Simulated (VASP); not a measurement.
# GaSbTe2S (P1) in VASP: relaxation of cell and atoms with PBE

Aim: the relaxation of cell and atoms of GaSbTe2S with PBE.

All numbers are computed with VASP 6.6.1; they aren't measurements. Logs are shortened: lines on timing, memory, paths and dates and some standing lists are left out, and cuts for length are marked.

**1. The cell of the first run**

The typed cell holds 10 atoms: a = 4.189 Å, b = 7.809 Å, c = 10.293 Å, α = 90.44°, β = 99.31°, γ = 90.21°.

**2. Relaxation of cell and atoms, PBE**

Contents of INCAR:

```
  PREC = Accurate
  ENCUT = 600
  EDIFF = 1E-7
  ISMEAR = 0
  SIGMA = 0.1
  LREAL = F
  LASPH = T
  NELM = 60
  ALGO = Normal
  ISIF = 3
  LWAVE = F
  LCHARG = F
  GGA = PE
  IBRION = 2
  NSW = 90
  EDIFFG = -0.04
```

Contents of KPOINTS:

```
regular mesh
0
Gamma
  4 2 2
```

Contents of POSCAR:

```
GaSbTe2S
1.0
    4.1885995742      0.0000000000      0.0000000000
   -0.0289668395      7.8092028846      0.0000000000
   -1.6653025997     -0.0852260944     10.1572161316
Ga Sb Te S
2 2 4 2
Direct
    0.3087338833      0.4110757057      0.0439204456
    0.3109056924      0.0937966684      0.0441789761
    0.9612779624      0.4955114296      0.4712793402
    0.9604547588      0.9987669811      0.4727362112
    0.8678146158      0.9807216873      0.1809611539
    0.8659264102      0.5260253378      0.1829287511
    0.2956502288      0.9280394344      0.8118918282
    0.2840280958      0.5721736138      0.8122988812
    0.5699155055      0.7468841910      0.4803260147
    0.5752928471      0.2470049508      0.4994783978
```

Potentials or basis: VASP PAW PBE potentials, release 64 (Ga_d, Sb, Te, S).

Command:

```bash
cat potpaw_PBE.64/Ga_d/POTCAR potpaw_PBE.64/Sb/POTCAR potpaw_PBE.64/Te/POTCAR potpaw_PBE.64/S/POTCAR > POTCAR
mpirun -np 1 vasp_std > vasp.out
```

OUTCAR:

```text
PREC = Accurate
   ENCUT = 600
   EDIFF = 1E-7
   ISMEAR = 0
   LREAL = F
   LASPH = T
   NELM = 60
   ISIF = 3
   GGA = PE
   IBRION = 2
   NSW = 90
   EDIFFG = -0.04

 ion  position               nearest neighbor table
   1  0.309  0.411  0.044-   2 2.48   6 2.67   6 2.68   8 2.69
   2  0.311  0.094  0.044-   1 2.48   5 2.66   5 2.68   7 2.70
   3  0.961  0.496  0.471-  10 2.57   9 2.57   6 2.94   9 3.20  10 3.20   8 3.60
   4  0.960  0.999  0.473-   9 2.56  10 2.57   5 2.97  10 3.19   9 3.22   7 3.59
   5  0.868  0.981  0.181-   2 2.66   2 2.68   4 2.97   6 3.55
   6  0.866  0.526  0.183-   1 2.67   1 2.68   3 2.94   5 3.55
   7  0.296  0.928  0.812-   2 2.70   8 2.78   4 3.59
   8  0.284  0.572  0.812-   1 2.69   7 2.78   3 3.60
   9  0.570  0.747  0.480-   4 2.56   3 2.57   3 3.20   4 3.22
  10  0.575  0.247  0.499-   4 2.57   3 2.57   4 3.19   3 3.20

  LATTYP: Found a triclinic cell.
 ALAT       =    10.4662949821
 B/A-ratio  =     0.4001988843
 C/A-ratio  =     0.7461338154
 COS(alpha) =     0.0037092954
 COS(beta)  =     0.0090371198
 COS(gamma) =     0.2410878901

  Lattice vectors:

 A1 = (  -2.5232969745,   0.0852260944, -10.1572161316)
 A2 = (  -4.1885995742,   0.0000000000,   0.0000000000)
 A3 = (  -0.0289668395,   7.8092028846,   0.0000000000)

Analysis of symmetry for initial positions (statically):
=====================================================================
 Subroutine PRICEL returns:
 Original cell was already a primitive cell.

 Routine SETGRP: Setting up the symmetry group for a
 triclinic supercell.

 Subroutine GETGRP returns: Found  1 space group operations
 (whereof  1 operations were pure point group operations)
 out of a pool of  2 trial point group operations.

The static configuration has the point symmetry C_1 .

Analysis of symmetry for dynamics (positions and initial velocities):
=====================================================================
 Subroutine PRICEL returns:
 Original cell was already a primitive cell.

 Routine SETGRP: Setting up the symmetry group for a
 triclinic supercell.

 Subroutine GETGRP returns: Found  1 space group operations
 (whereof  1 operations were pure point group operations)
 out of a pool of  2 trial point group operations.

The dynamic configuration has the point symmetry C_1 .

 Subroutine INISYM returns: Found  1 space group operations
 (whereof  1 operations are pure point group operations),
 and found     1 'primitive' translations

----------------------------------------------------------------------------------------

                                     Primitive cell

  volume of cell :     332.2387

  direct lattice vectors                    reciprocal lattice vectors
     4.188599574  0.000000000  0.000000000     0.238743280  0.000885575  0.039150026
    -0.028966840  7.809202885  0.000000000     0.000000000  0.128054043  0.001074462
    -1.665302600 -0.085226094 10.157216132     0.000000000  0.000000000  0.098452173

  length of vectors
     4.188599574  7.809256608 10.293179090     0.241933591  0.128058550  0.098452173

  position of ions in fractional coordinates (direct lattice)
     0.308733883  0.411075706  0.043920446
     0.310905692  0.093796668  0.044178976
     0.961277962  0.495511430  0.471279340
     0.960454759  0.998766981  0.472736211
     0.867814616  0.980721687  0.180961154
     0.865926410  0.526025338  0.182928751
     0.295650229  0.928039434  0.811891828
     0.284028096  0.572173614  0.812298881
     0.569915505  0.746884191  0.480326015
     0.575292847  0.247004951  0.499478398

  ion indices of the primitive-cell ions
   primitive index   ion index
                 1           1
                 2           2
                 3           3
                 4           4
                 5           5
                 6           6
                 7           7
                 8           8
                 9           9
                10          10

----------------------------------------------------------------------------------------

 KPOINTS: regular mesh

Automatic generation of k-mesh.
 Grid dimensions read from file:
 generate k-points for:    4    2    2

 Generating k-lattice:

  Cartesian coordinates                     Fractional coordinates (reciprocal lattice)
     0.059685820  0.000221394  0.009787507     0.250000000  0.000000000  0.000000000
     0.000000000  0.064027021  0.000537231     0.000000000  0.500000000  0.000000000
     0.000000000  0.000000000  0.049226087     0.000000000  0.000000000  0.500000000

  Length of vectors
     0.060483398  0.064029275  0.049226087

  Shift w.r.t. Gamma in fractional coordinates (k-lattice)
     0.000000000  0.000000000  0.000000000

 Subroutine IBZKPT returns following result:
 ===========================================

 Found     12 irreducible k-points:

 Following reciprocal coordinates:
            Coordinates               Weight
  0.000000  0.000000  0.000000      1.000000
  0.250000 -0.000000 -0.000000      2.000000
  0.500000 -0.000000 -0.000000      1.000000
  0.000000  0.500000 -0.000000      1.000000
  0.250000  0.500000 -0.000000      2.000000
  0.500000  0.500000 -0.000000      1.000000
  0.000000  0.000000  0.500000      1.000000
  0.250000 -0.000000  0.500000      2.000000
  0.500000 -0.000000  0.500000      1.000000
  0.000000  0.500000  0.500000      1.000000
  0.250000  0.500000  0.500000      2.000000
  0.500000  0.500000  0.500000      1.000000
   k-points           NKPTS =     12   k-points in BZ     NKDIM =     12   number of bands    NBANDS=     43
   number of dos      NEDOS =    301   number of ions     NIONS =     10
   total plane-waves  NPLWV = 193536
   dimension x,y,z NGX =    36 NGY =   64 NGZ =   84
   dimension x,y,z NGXF=    72 NGYF=  128 NGZF=  168
   ions per type =               2   2   4   2
   NGX,Y,Z   is equivalent  to a cutoff of  14.29, 13.62, 13.57 a.u.
   NGXF,Y,Z  is equivalent  to a cutoff of  28.58, 27.25, 27.13 a.u.
 SYSTEM =  unknown system
   PREC   = accura    normal or accurate (medium, high low for compatibility)
   ISTART =      0    job   : 0-new  1-cont  2-samecut
   ICHARG =      2    charge: 1-file 2-atom 10-const
   ISPIN  =      1    spin polarized calculation?
   LNONCOLLINEAR =      F non collinear calculations
   LSORBIT =      F    spin-orbit coupling
   LASPH  =      T    aspherical Exc in radial PAW
   ENCUT  =  600.0 eV  44.10 Ry    6.64 a.u.   8.37 15.60 20.56*2*pi/ulx,y,z
   NELM   =     60;   NELMIN=  2; NELMDL= -5     # of ELM steps
   EDIFF  = 0.1E-06   stopping-criterion for ELM
   LREAL  =      F    real-space projection
   EDIFFG = -.4E-01   stopping-criterion for IOM
   NSW    =     90    number of steps for IOM
   IBRION =      2    ionic relax: 0-MD 1-quasi-New 2-CG
   NFREE  =      1    steps in history (QN), initial steepest desc. (CG)
   ISIF   =      3    stress and relaxation
   ISYM   =      2    0-nonsym 1-usesym 2-fastsym
   POTIM  = 0.5000    time-step for ionic-motion
   TEBEG  =    0.0;   TEEND  =   0.0 temperature during run
   PSTRESS=    0.0 pullay stress
   NELECT =      72.0000    total number of electrons
   NUPDOWN=      -1.0000    fix difference up-down
   EMIN   =  10.00;   EMAX   =-10.00  energy-range for DOS
   EFERMI =   0.00;   METHOD = LEGACY
   ISMEAR =     0;   SIGMA  =   0.10  broadening in eV -4-tet -1-fermi 0-gaus
   EFERMI_NEDOS =   21; number of points for ismear=-14 and -15
   IALGO  =     38    algorithm
   IMIX   =      4    mixing-type and parameters
     AMIX     =   0.40;   BMIX     =  1.00
     AMIX_MAG =   1.60;   BMIX_MAG =  1.00
  volume/ion in A,a.u.               =      33.22       224.21
  Fermi-wavevector in a.u.,A,eV,Ry     =   0.983337  1.858237 13.156168  0.966951
  Thomas-Fermi vector in A             =   2.114487
   LORBIT       =      0    0 simple, 1 ext, 2 COOP (PROOUT), +10 PAW based schemes
   GGA     = PE    functional components
   LHFCALC =     F    Hartree Fock is set to
   AEXX    =    0.0000 exact exchange contribution
   IVDW    =     0    specifies the selected vdW correction
   LEPSILON=     F    determine dielectric tensor
   LRPA    =     F    only Hartree local field effects (RPA)
 conjugate gradient relaxation of ions
 non-spin polarized calculation
 Gauss-broadening in eV      SIGMA  =   0.10
  energy-cutoff  :      600.00
  volume of cell :      332.24
 maximum number of plane-waves:     11116
 NGX is ok and might be reduce to    36
   NGX = 17   NGY = 31   NGZ = 41

--------------------------------------- Ionic step        1  -------------------------------------------

 number of electron      71.9999996 magnetization

 Free energy of the ion-electron system (eV)
  ---------------------------------------------------
  ext. energy  EPLUGINS =         0.00000000
  ---------------------------------------------------
  free energy    TOTEN  =       -35.69600908 eV

  energy without entropy =      -35.67994930  energy(sigma->0) =      -35.68797919

------------------------ aborting loop because EDIFF is reached ----------------------------------------

  FORCE on cell =-STRESS in cart. coord.  units (eV):
  Direction    XX          YY          ZZ          XY          YZ          ZX
  --------------------------------------------------------------------------------------
  -------------------------------------------------------------------------------------
  Total       -0.5188138      2.1374255     -1.4167497      0.1270960      0.0765778      0.0756996
  in kB       -2.5019112     10.3074522     -6.8320884      0.6129035      0.3692865      0.3650512
  external PRESSURE =       0.3244842 kB  Pullay stress =       0.0000000 kB
[... 293 lines left out ...]
  energy  without entropy=      -35.7289850036  energy(sigma->0) =      -35.73765906

--------------------------------------- Ionic step        8  -------------------------------------------

 number of electron      72.0000005 magnetization

 Free energy of the ion-electron system (eV)
  ---------------------------------------------------
  ext. energy  EPLUGINS =         0.00000000
  ---------------------------------------------------
  free energy    TOTEN  =       -35.74826604 eV

  energy without entropy =      -35.73119885  energy(sigma->0) =      -35.73973244

 E-fermi :   4.4247     XC(G=0):  -8.4594

 val. band max:        4.4241677597   @ k =   0.0000   0.5000   0.5000
 cond. band min:       4.4371673953   @ k =   0.0000   0.0000   0.5000
 fundamental gap:      0.0129996355
 Fermi energy:         4.4247449791

 k-point     1 :       0.0000    0.0000    0.0000
  band No.  band energies     occupation
      1     -11.1324      2.00000
      2     -11.0469      2.00000
      3     -11.0143      2.00000
      4     -10.9728      2.00000
      5     -10.9718      2.00000
      6     -10.9632      2.00000
[... 578 lines left out ...]
  FREE ENERGIE OF THE ION-ELECTRON SYSTEM (eV)
  ---------------------------------------------------
  free  energy   TOTEN  =       -35.7482660384 eV

  energy  without entropy=      -35.7311988473  energy(sigma->0) =      -35.73973244

 reached required accuracy - stopping structural energy minimisation
```

It took 14 min on 1 thread of Intel Xeon 6975P-C (Granite Rapids), shared host; peak memory 0.63 GiB.

What came out:

```
Free energy                           : -35.7483 eV
Relaxed volume                        : 33.23 Å³/atom
Relaxed cell                          : a = 4.164 Å, b = 7.997 Å, c = 10.112 Å, α = 90.13°, β = 99.36°, γ = 90.06°
Space group after relaxing (to 0.1 Å) : Pm (No. 6)
Energy gained by relaxing             : 5.2 meV/atom
Ionic steps                           : 8
Pressure after relaxing               : 0.0 GPa
Largest force after relaxing          : 0.036 eV/Å
Band gap on the k mesh                : zero (bands 36 and 37 overlap by 0.62 eV)
```

Forces in eV/Å, atoms in the order of the input:
```
Ga  -0.012  0.012  0.019
Ga  -0.020 -0.027  0.014
Sb  -0.009  0.009  0.017
Sb  -0.005  0.000  0.022
Te   0.007 -0.007 -0.024
Te   0.008 -0.015 -0.021
Te  -0.004  0.019 -0.022
Te   0.013  0.002 -0.020
S    0.023  0.007  0.023
S   -0.002  0.000 -0.007
```

The path:
```tsv
step	energy change (eV)	largest force (eV/Å)	pressure (GPa)	volume (Å³)
1	0.0000	0.1748	0.03	332.24
2	-0.0267	0.1747	-0.12	332.54
3	-0.0294	0.2181	-0.17	332.65
4	-0.0415	0.1338	0.10	330.90
5	-0.0440	0.1168	0.29	329.72
6	-0.0502	0.0834	-0.03	332.17
7	-0.0503	0.0961	-0.06	332.46
8	-0.0523	0.0363	-0.03	332.29
```

Final structure:
```cif
data_structure
_symmetry_space_group_name_H-M 'P 1'
_symmetry_Int_Tables_number 1
_cell_length_a 4.1644
_cell_length_b 7.9974
_cell_length_c 10.1121
_cell_angle_alpha 90.129
_cell_angle_beta 99.363
_cell_angle_gamma 90.056
_cell_volume 332.29
loop_
_atom_site_label
_atom_site_type_symbol
_atom_site_fract_x
_atom_site_fract_y
_atom_site_fract_z
_atom_site_occupancy
Ga1 Ga 0.30942 0.40775 0.04270 1
Ga2 Ga 0.31115 0.09646 0.04192 1
Sb1 Sb 0.95655 0.49416 0.47500 1
Sb2 Sb 0.95696 0.99994 0.47556 1
Te1 Te 0.86544 0.97780 0.17987 1
Te2 Te 0.86447 0.52783 0.18074 1
Te3 Te 0.29453 0.92589 0.81311 1
Te4 Te 0.28531 0.57532 0.81335 1
S1 S 0.57794 0.74744 0.48061 1
S2 S 0.57822 0.24743 0.49714 1
```

Caveat: the k points lie up to 0.39 Å⁻¹ apart in the final cell, too coarse for converged energies and pressures of a metal; spin-orbit coupling is left out, which moves the levels of the heavy elements.
